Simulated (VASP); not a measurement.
# ScB2Sb3 (P4mm) in VASP: a series of runs

The runs below take ScB2Sb3 through single point, with PBE.

Program: VASP 6.6.1. These are calculated values, not measurements. Logs are shortened: lines on timing, memory, paths and dates and some standing lists are left out, and cuts for length are marked.

## Step 1: The cell of the first run

Symmetry: P4mm, No. 99, tetragonal system. The conventional cell has a = 3.504 Å, b = 3.504 Å, c = 12.233 Å, α = 90.00°, β = 90.00°, γ = 90.00°. Sc (site symmetry 4mm) has 4 B at 2.93 Å and 5 Sb at 3.30 to 3.66 Å and 4 Sc at 3.50 Å within 3.9 Å. B (site symmetry 4mm) has 4 Sc at 2.93 Å and 5 Sb at 3.25 to 3.73 Å and 4 B at 3.50 Å within 3.9 Å. Within 4.2 Å of B (site symmetry 4mm) lie 8 Sb at 3.16 to 3.17 Å and 4 B at 3.50 Å and 1 Sc at 4.16 Å. Sb (site symmetry 4mm) has 4 B at 3.16 Å and 9 Sb at 3.49 to 3.94 Å within 4.2 Å. Sb (site symmetry 4mm) has 5 B at 3.17 to 3.73 Å and 4 Sc at 3.30 Å and 5 Sb at 3.50 to 3.94 Å within 4.2 Å. Sb (site symmetry 4mm) has 5 B at 3.25 to 4.42 Å and 8 Sb at 3.49 to 3.50 Å and 1 Sc at 3.66 Å within 4.5 Å.

The cell was generated, and may not be a known phase.

## Step 2: Single point, PBE

INCAR reads:

```
SYSTEM = ScB2Sb3
ALGO = Normal
EDIFF = 1E-7
ENCUT = 520
GGA = PE
ISIF = 2
ISMEAR = 0
LASPH = .True.
LCHARG = .False.
LREAL = .False.
LWAVE = .False.
NBANDS = 25
NELM = 100
PREC = Accurate
SIGMA = 0.1
```

KPOINTS reads:

```
k-points
0
Gamma
  6 6 2
  0 0 0
```

POSCAR reads:

```
ScB2Sb3
1.0
    3.5043601000      0.0000000000      0.0000000000
    0.0000000000      3.5043601000      0.0000000000
    0.0000000000      0.0000000000     12.2332589700
Sc B Sb
1 2 3
Direct
    0.5000000000      0.5000000000      0.1515834800
    0.0000000000      0.0000000000      0.0241090300
    0.5000000000      0.5000000000      0.4912769800
    0.0000000000      0.0000000000      0.6514509300
    0.0000000000      0.0000000000      0.3293667700
    0.5000000000      0.5000000000      0.8522117700
```

Potentials or basis: VASP PAW PBE potentials, release 64 (Sc_sv, B, Sb).

Command:

```console
$ cat potpaw_PBE.64/Sc_sv/POTCAR potpaw_PBE.64/B/POTCAR potpaw_PBE.64/Sb/POTCAR > POTCAR
$ mpirun -np 1 vasp_std > vasp.out
```

OUTCAR:

```text
SYSTEM = ScB2Sb3
   EDIFF = 1E-7
   ENCUT = 520
   GGA = PE
   ISIF = 2
   ISMEAR = 0
   LASPH = .True.
   LREAL = .False.
   NELM = 100
   PREC = Accurate

 ion  position               nearest neighbor table
   1  0.500  0.500  0.152-   5 3.30   5 3.30   5 3.30   5 3.30
   2  0.000  0.000  0.024-
   3  0.500  0.500  0.491-
   4  0.000  0.000  0.651-   6 3.49   6 3.49   6 3.49   6 3.49
   5  0.000  0.000  0.329-   1 3.30   1 3.30   1 3.30   1 3.30
   6  0.500  0.500  0.852-   4 3.49   4 3.49   4 3.49   4 3.49

  LATTYP: Found a simple tetragonal cell.
 ALAT       =     3.5043601000
 C/A-ratio  =     3.4908681245

  Lattice vectors:

 A1 = (   3.5043601000,   0.0000000000,   0.0000000000)
 A2 = (   0.0000000000,   3.5043601000,   0.0000000000)
 A3 = (   0.0000000000,   0.0000000000,  12.2332589700)

Analysis of symmetry for initial positions (statically):
=====================================================================
 Subroutine PRICEL returns:
 Original cell was already a primitive cell.

 Routine SETGRP: Setting up the symmetry group for a
 simple tetragonal supercell.

 Subroutine GETGRP returns: Found  8 space group operations
 (whereof  8 operations were pure point group operations)
 out of a pool of 16 trial point group operations.

The static configuration has the point symmetry C_4v.

Analysis of symmetry for dynamics (positions and initial velocities):
=====================================================================
 Subroutine PRICEL returns:
 Original cell was already a primitive cell.

 Routine SETGRP: Setting up the symmetry group for a
 simple tetragonal supercell.

 Subroutine GETGRP returns: Found  8 space group operations
 (whereof  8 operations were pure point group operations)
 out of a pool of 16 trial point group operations.

The dynamic configuration has the point symmetry C_4v.

 Subroutine INISYM returns: Found  8 space group operations
 (whereof  8 operations are pure point group operations),
 and found     1 'primitive' translations

----------------------------------------------------------------------------------------

                                     Primitive cell

  volume of cell :     150.2310

  direct lattice vectors                    reciprocal lattice vectors
     3.504360100  0.000000000  0.000000000     0.285358802  0.000000000  0.000000000
     0.000000000  3.504360100  0.000000000     0.000000000  0.285358802  0.000000000
     0.000000000  0.000000000 12.233258970     0.000000000  0.000000000  0.081744366

  length of vectors
     3.504360100  3.504360100 12.233258970     0.285358802  0.285358802  0.081744366

  position of ions in fractional coordinates (direct lattice)
     0.500000000  0.500000000  0.151583480
     0.000000000  0.000000000  0.024109030
     0.500000000  0.500000000  0.491276980
     0.000000000  0.000000000  0.651450930
     0.000000000  0.000000000  0.329366770
     0.500000000  0.500000000  0.852211770

  ion indices of the primitive-cell ions
   primitive index   ion index
                 1           1
                 2           2
                 3           3
                 4           4
                 5           5
                 6           6

----------------------------------------------------------------------------------------

 KPOINTS: k-points

Automatic generation of k-mesh.
 Grid dimensions read from file:
 generate k-points for:    6    6    2

 Generating k-lattice:

  Cartesian coordinates                     Fractional coordinates (reciprocal lattice)
     0.047559800  0.000000000  0.000000000     0.166666667  0.000000000  0.000000000
     0.000000000  0.047559800  0.000000000     0.000000000  0.166666667  0.000000000
     0.000000000  0.000000000  0.040872183     0.000000000  0.000000000  0.500000000

  Length of vectors
     0.047559800  0.047559800  0.040872183

  Shift w.r.t. Gamma in fractional coordinates (k-lattice)
     0.000000000  0.000000000  0.000000000

 Subroutine IBZKPT returns following result:
 ===========================================

 Found     20 irreducible k-points:

 Following reciprocal coordinates:
            Coordinates               Weight
  0.000000  0.000000  0.000000      1.000000
  0.166667  0.000000  0.000000      4.000000
  0.333333  0.000000  0.000000      4.000000
  0.500000  0.000000  0.000000      2.000000
  0.166667  0.166667  0.000000      4.000000
  0.333333  0.166667  0.000000      8.000000
[... 12 lines left out ...]
  0.500000  0.333333  0.500000      4.000000
  0.500000  0.500000  0.500000      1.000000
   k-points           NKPTS =     20   k-points in BZ     NKDIM =     20   number of bands    NBANDS=     25
   number of dos      NEDOS =    301   number of ions     NIONS =      6
   total plane-waves  NPLWV =  75264
   dimension x,y,z NGX =    28 NGY =   28 NGZ =   96
   dimension x,y,z NGXF=    56 NGYF=   56 NGZF=  192
   ions per type =               1   2   3
   NGX,Y,Z   is equivalent  to a cutoff of  13.28, 13.28, 13.05 a.u.
   NGXF,Y,Z  is equivalent  to a cutoff of  26.57, 26.57, 26.09 a.u.
 SYSTEM =  ScB2Sb3
   PREC   = accura    normal or accurate (medium, high low for compatibility)
   ISTART =      0    job   : 0-new  1-cont  2-samecut
   ICHARG =      2    charge: 1-file 2-atom 10-const
   ISPIN  =      1    spin polarized calculation?
   LNONCOLLINEAR =      F non collinear calculations
   LSORBIT =      F    spin-orbit coupling
   LASPH  =      T    aspherical Exc in radial PAW
   ENCUT  =  520.0 eV  38.22 Ry    6.18 a.u.   6.52  6.52 22.75*2*pi/ulx,y,z
   NELM   =    100;   NELMIN=  2; NELMDL= -5     # of ELM steps
   EDIFF  = 0.1E-06   stopping-criterion for ELM
   LREAL  =      F    real-space projection
   EDIFFG = 0.1E-05   stopping-criterion for IOM
   NSW    =      0    number of steps for IOM
   IBRION =     -1    ionic relax: 0-MD 1-quasi-New 2-CG
   NFREE  =      0    steps in history (QN), initial steepest desc. (CG)
   ISIF   =      2    stress and relaxation
   ISYM   =      2    0-nonsym 1-usesym 2-fastsym
   POTIM  = 0.5000    time-step for ionic-motion
   TEBEG  =    0.0;   TEEND  =   0.0 temperature during run
   PSTRESS=    0.0 pullay stress
   NELECT =      32.0000    total number of electrons
   NUPDOWN=      -1.0000    fix difference up-down
   EMIN   =  10.00;   EMAX   =-10.00  energy-range for DOS
   EFERMI =   0.00;   METHOD = LEGACY
   ISMEAR =     0;   SIGMA  =   0.10  broadening in eV -4-tet -1-fermi 0-gaus
   EFERMI_NEDOS =   21; number of points for ismear=-14 and -15
   IALGO  =     38    algorithm
   IMIX   =      4    mixing-type and parameters
     AMIX     =   0.40;   BMIX     =  1.00
     AMIX_MAG =   1.60;   BMIX_MAG =  1.00
  volume/ion in A,a.u.               =      25.04       168.97
  Fermi-wavevector in a.u.,A,eV,Ry     =   0.977699  1.847582 13.005732  0.955894
  Thomas-Fermi vector in A             =   2.108416
   LORBIT       =      0    0 simple, 1 ext, 2 COOP (PROOUT), +10 PAW based schemes
   GGA     = PE    functional components
   LHFCALC =     F    Hartree Fock is set to
   AEXX    =    0.0000 exact exchange contribution
   IVDW    =     0    specifies the selected vdW correction
   LEPSILON=     F    determine dielectric tensor
   LRPA    =     F    only Hartree local field effects (RPA)
 non-spin polarized calculation
 Gauss-broadening in eV      SIGMA  =   0.10
  energy-cutoff  :      520.00
  volume of cell :      150.23
 maximum number of plane-waves:      4085
 NGX is ok and might be reduce to    28
   NGX = 13   NGY = 13   NGZ = 45

 number of electron      32.0000004 magnetization

 Free energy of the ion-electron system (eV)
  ---------------------------------------------------
  ext. energy  EPLUGINS =         0.00000000
  ---------------------------------------------------
  free energy    TOTEN  =       -25.36515572 eV

  energy without entropy =      -25.33202880  energy(sigma->0) =      -25.34859226

 E-fermi :   4.9751     XC(G=0):  -9.5347

 val. band max:        4.9599678786   @ k =   0.1667   0.1667   0.5000
 cond. band min:       4.9794554696   @ k =   0.5000   0.3333   0.5000
 fundamental gap:      0.0194875911
 Fermi energy:         4.9751017973

 k-point     1 :       0.0000    0.0000    0.0000
  band No.  band energies     occupation
      1     -45.2554      2.00000
      2     -23.9008      2.00000
      3     -23.7648      2.00000
      4     -23.7648      2.00000
      5      -6.4015      2.00000
      6      -5.4757      2.00000
[... 17 lines left out ...]
     24       7.3572      0.00000
     25       8.9866      0.00000

 k-point     2 :       0.1667    0.0000    0.0000
  band No.  band energies     occupation
      1     -45.2535      2.00000
      2     -23.8979      2.00000
      3     -23.7901      2.00000
      4     -23.7626      2.00000
      5      -6.0908      2.00000
      6      -5.1912      2.00000
[... 17 lines left out ...]
     24       7.8315      0.00000
     25       8.1173      0.00000

 k-point     3 :       0.3333    0.0000    0.0000
  band No.  band energies     occupation
      1     -45.2497      2.00000
      2     -23.8921      2.00000
      3     -23.8404      2.00000
      4     -23.7582      2.00000
      5      -5.2039      2.00000
      6      -4.4319      2.00000
[... 17 lines left out ...]
     24       8.4616      0.00000
     25       8.4706      0.00000

 k-point     4 :       0.5000    0.0000    0.0000
  band No.  band energies     occupation
      1     -45.2477      2.00000
      2     -23.8893      2.00000
      3     -23.8653      2.00000
      4     -23.7561      2.00000
      5      -4.1490      2.00000
      6      -3.9553      2.00000
[... 17 lines left out ...]
     24       8.0545      0.00000
     25       8.2108      0.00000

 k-point     5 :       0.1667    0.1667    0.0000
  band No.  band energies     occupation
      1     -45.2516      2.00000
      2     -23.8951      2.00000
      3     -23.7885      2.00000
      4     -23.7868      2.00000
      5      -5.7817      2.00000
      6      -4.9083      2.00000
[... 17 lines left out ...]
     24       7.9607      0.00000
     25       8.4030      0.00000

 k-point     6 :       0.3333    0.1667    0.0000
  band No.  band energies     occupation
      1     -45.2478      2.00000
      2     -23.8895      2.00000
      3     -23.8374      2.00000
      4     -23.7827      2.00000
      5      -4.9015      2.00000
      6      -4.1547      2.00000
[... 17 lines left out ...]
     24       7.6915      0.00000
     25       7.7669      0.00000
[... 281 lines left out ...]
 k-point    17 :       0.5000    0.1667    0.5000
  band No.  band energies     occupation
      1     -45.2459      2.00000
      2     -23.8867      2.00000
      3     -23.8621      2.00000
      4     -23.7803      2.00000
      5      -3.8651      2.00000
      6      -3.6775      2.00000
[... 17 lines left out ...]
     24       7.0782      0.00000
     25       8.0148      0.00000

 k-point    18 :       0.3333    0.3333    0.5000
  band No.  band energies     occupation
      1     -45.2440      2.00000
      2     -23.8842      2.00000
      3     -23.8323      2.00000
      4     -23.8306      2.00000
      5      -4.0429      2.00000
      6      -3.4587      2.00000
[... 17 lines left out ...]
     24       7.1325      0.00000
     25       7.4464      0.00000

 k-point    19 :       0.5000    0.3333    0.5000
  band No.  band energies     occupation
      1     -45.2421      2.00000
      2     -23.8815      2.00000
      3     -23.8556      2.00000
      4     -23.8285      2.00000
      5      -3.1237      2.00000
      6      -2.9504      2.00000
[... 17 lines left out ...]
     24       6.9610      0.00000
     25       7.6049      0.00000

 k-point    20 :       0.5000    0.5000    0.5000
  band No.  band energies     occupation
      1     -45.2403      2.00000
      2     -23.8789      2.00000
      3     -23.8524      2.00000
      4     -23.8524      2.00000
      5      -2.5597      2.00000
      6      -2.4055      2.00000
[... 17 lines left out ...]
     24       6.3739      0.00000
     25       7.1064      0.00000

------------------------ aborting loop because EDIFF is reached ----------------------------------------

  FORCE on cell =-STRESS in cart. coord.  units (eV):
  Direction    XX          YY          ZZ          XY          YZ          ZX
  --------------------------------------------------------------------------------------
  -------------------------------------------------------------------------------------
  Total       -9.7675609     -9.7675609    -10.9819879      0.0000000      0.0000000      0.0000000
  in kB     -104.1686618   -104.1686618   -117.1202311      0.0000000      0.0000000      0.0000000
  external PRESSURE =    -108.4858516 kB  Pullay stress =       0.0000000 kB

 VOLUME and BASIS-vectors are now :
 -----------------------------------------------------------------------------
  energy-cutoff  :      520.00
  volume of cell :      150.23
      direct lattice vectors                 reciprocal lattice vectors
     3.504360100  0.000000000  0.000000000     0.285358802  0.000000000  0.000000000
     0.000000000  3.504360100  0.000000000     0.000000000  0.285358802  0.000000000
     0.000000000  0.000000000 12.233258970     0.000000000  0.000000000  0.081744366

 POSITION                                       TOTAL-FORCE (eV/Angst)
 -----------------------------------------------------------------------------------
      1.75218      1.75218      1.85436         0.000000      0.000000     -1.105133
      0.00000      0.00000      0.29493         0.000000      0.000000      0.528738
      1.75218      1.75218      6.00992         0.000000      0.000000      0.097902
      0.00000      0.00000      7.96937         0.000000      0.000000     -0.601830
      0.00000      0.00000      4.02923         0.000000      0.000000      0.242993
      1.75218      1.75218     10.42533        -0.000000     -0.000000      0.837331
 -----------------------------------------------------------------------------------
    total drift:                                0.000000      0.000000     -0.000180

  FREE ENERGIE OF THE ION-ELECTRON SYSTEM (eV)
  ---------------------------------------------------
  free  energy   TOTEN  =       -25.3651557220 eV

  energy  without entropy=      -25.3320287954  energy(sigma->0) =      -25.34859226
```

Run time: 2.3 min. Hardware: 1 thread of Oxide Virtual Turin-like, shared host; peak memory 0.26 GiB.

What came out:

- Free energy: -25.3652 eV
- Pressure: -10.8 GPa
- Largest force: 1.105 eV/Å
- Band gap on the k mesh: zero (bands 16 and 17 overlap by 1.92 eV)

Forces on the atoms (eV/Å):
```
Sc   0.000  0.000 -1.105
B    0.000  0.000  0.529
B    0.000  0.000  0.098
Sb   0.000  0.000 -0.602
Sb   0.000  0.000  0.243
Sb   0.000  0.000  0.837
```

Stress tensor (GPa, compression positive):
```
-10.42   0.00   0.00
  0.00 -10.42   0.00
  0.00   0.00 -11.71
```

Levels at points of the mesh, in eV from the Fermi level:
| k point | band 12 | band 13 | band 14 | band 15 | band 16 | band 17 | band 18 | band 19 | band 20 | band 21 |
| --- | --- | --- | --- | --- | --- | --- | --- | --- | --- | --- |
| (0.00, 0.00, 0.00) | 0.08 | 0.50 | 0.50 | 0.63 | 0.63 | 0.90 | 1.89 | 2.03 | 2.03 | 2.14 |
| (0.50, 0.00, 0.00) | -2.61 | -2.54 | -1.98 | 0.11 | 0.46 | 0.77 | 1.37 | 1.74 | 1.88 | 2.49 |
| (0.50, 0.50, 0.00) | -3.11 | -3.11 | -1.99 | -1.99 | -1.06 | -0.68 | -0.61 | -0.61 | -0.37 | 0.59 |
| (0.00, 0.00, 0.50) | 0.02 | 0.08 | 0.35 | 0.35 | 1.09 | 1.09 | 1.24 | 1.24 | 1.66 | 2.38 |
| (0.50, 0.00, 0.50) | -3.25 | -2.00 | -0.98 | -0.59 | -0.19 | 0.77 | 1.61 | 1.66 | 1.88 | 2.50 |
| (0.50, 0.50, 0.50) | -3.06 | -3.06 | -2.10 | -2.10 | -1.36 | -0.49 | -0.39 | -0.39 | 0.13 | 0.30 |

Caveat: the cell stands under tension; spin-orbit coupling is left out, which moves the levels of the heavy elements; forces of over 1 eV/Å act on the atoms, so gaps and moduli don't describe the material at rest.

## Step 3: Single point, PBE

This run uses another cell than the first one, of 19.57 Å³/atom.

INCAR reads:

```
SYSTEM = ScB2Sb3
PREC = Accurate
ENCUT = 520
EDIFF = 1E-6
ISMEAR = 0
SIGMA = 0.1
LREAL = .FALSE.
LASPH = .TRUE.
NELM = 100
ALGO = Fast
ISIF = 2
LWAVE = .FALSE.
LCHARG = .FALSE.
GGA = PE
NBANDS = 25
```

KPOINTS reads:

```
Automatic mesh
0
G
  12 12 4
  0 0 0
```

POSCAR reads:

```
ScB2Sb3
1.0
    3.3681667568      0.0000000000      0.0000000000
    0.0000000000      3.3681667568      0.0000000000
    0.0000000000      0.0000000000     10.3512298055
Sc B Sb
1 2 3
Direct
    0.5000000000      0.5000000000      0.1241800660
    0.0000000000      0.0000000000      0.9708021539
    0.5000000000      0.5000000000      0.6401582875
    0.0000000000      0.0000000000      0.5921392015
    0.0000000000      0.0000000000      0.3105703054
    0.5000000000      0.5000000000      0.8621489457
```

Potentials or basis: VASP PAW PBE potentials, release 64 (Sc_sv, B, Sb).

Command:

```console
$ cat potpaw_PBE.64/Sc_sv/POTCAR potpaw_PBE.64/B/POTCAR potpaw_PBE.64/Sb/POTCAR > POTCAR
$ mpirun -np 1 vasp_std > vasp.out
```

It took 6.7 min on 1 thread of Oxide Virtual Turin-like, shared host; peak memory 0.38 GiB.

It converged, with:

```
Free energy            : -29.0545 eV
Pressure               : 0.1 GPa
Largest force          : 0.034 eV/Å
Band gap on the k mesh : zero (bands 16 and 17 overlap by 2.78 eV)
```

Forces in eV/Å, atoms in the order of the input:
```
Sc   0.000  0.000 -0.009
B    0.000  0.000  0.000
B    0.000  0.000 -0.034
Sb   0.000  0.000  0.020
Sb   0.000  0.000 -0.008
Sb   0.000  0.000  0.031
```

Stress tensor (GPa, compression positive):
```
0.09 0.00 0.00
0.00 0.09 0.00
0.00 0.00 0.17
```

Levels at points of the mesh, in eV from the Fermi level:
```csv
k point,band 13,band 14,band 15,band 16,band 17,band 18,band 19,band 20
"(0.00, 0.00, 0.00)",-0.57,-0.57,-0.10,0.09,0.34,1.23,1.23,1.37
"(0.50, 0.00, 0.00)",-2.54,-0.55,0.56,0.80,1.06,1.67,1.87,2.55
"(0.50, 0.50, 0.00)",-4.65,-3.42,-3.42,-1.94,-1.74,-0.60,0.64,0.64
"(0.00, 0.00, 0.50)",-0.52,-0.52,-0.10,0.33,1.00,1.11,1.11,2.35
"(0.50, 0.00, 0.50)",-1.59,-0.24,0.46,0.57,0.79,1.88,2.07,2.38
"(0.50, 0.50, 0.50)",-4.60,-3.49,-3.49,-2.63,-1.63,0.61,0.89,0.89
```

Caveat: spin-orbit coupling is left out, which moves the levels of the heavy elements.
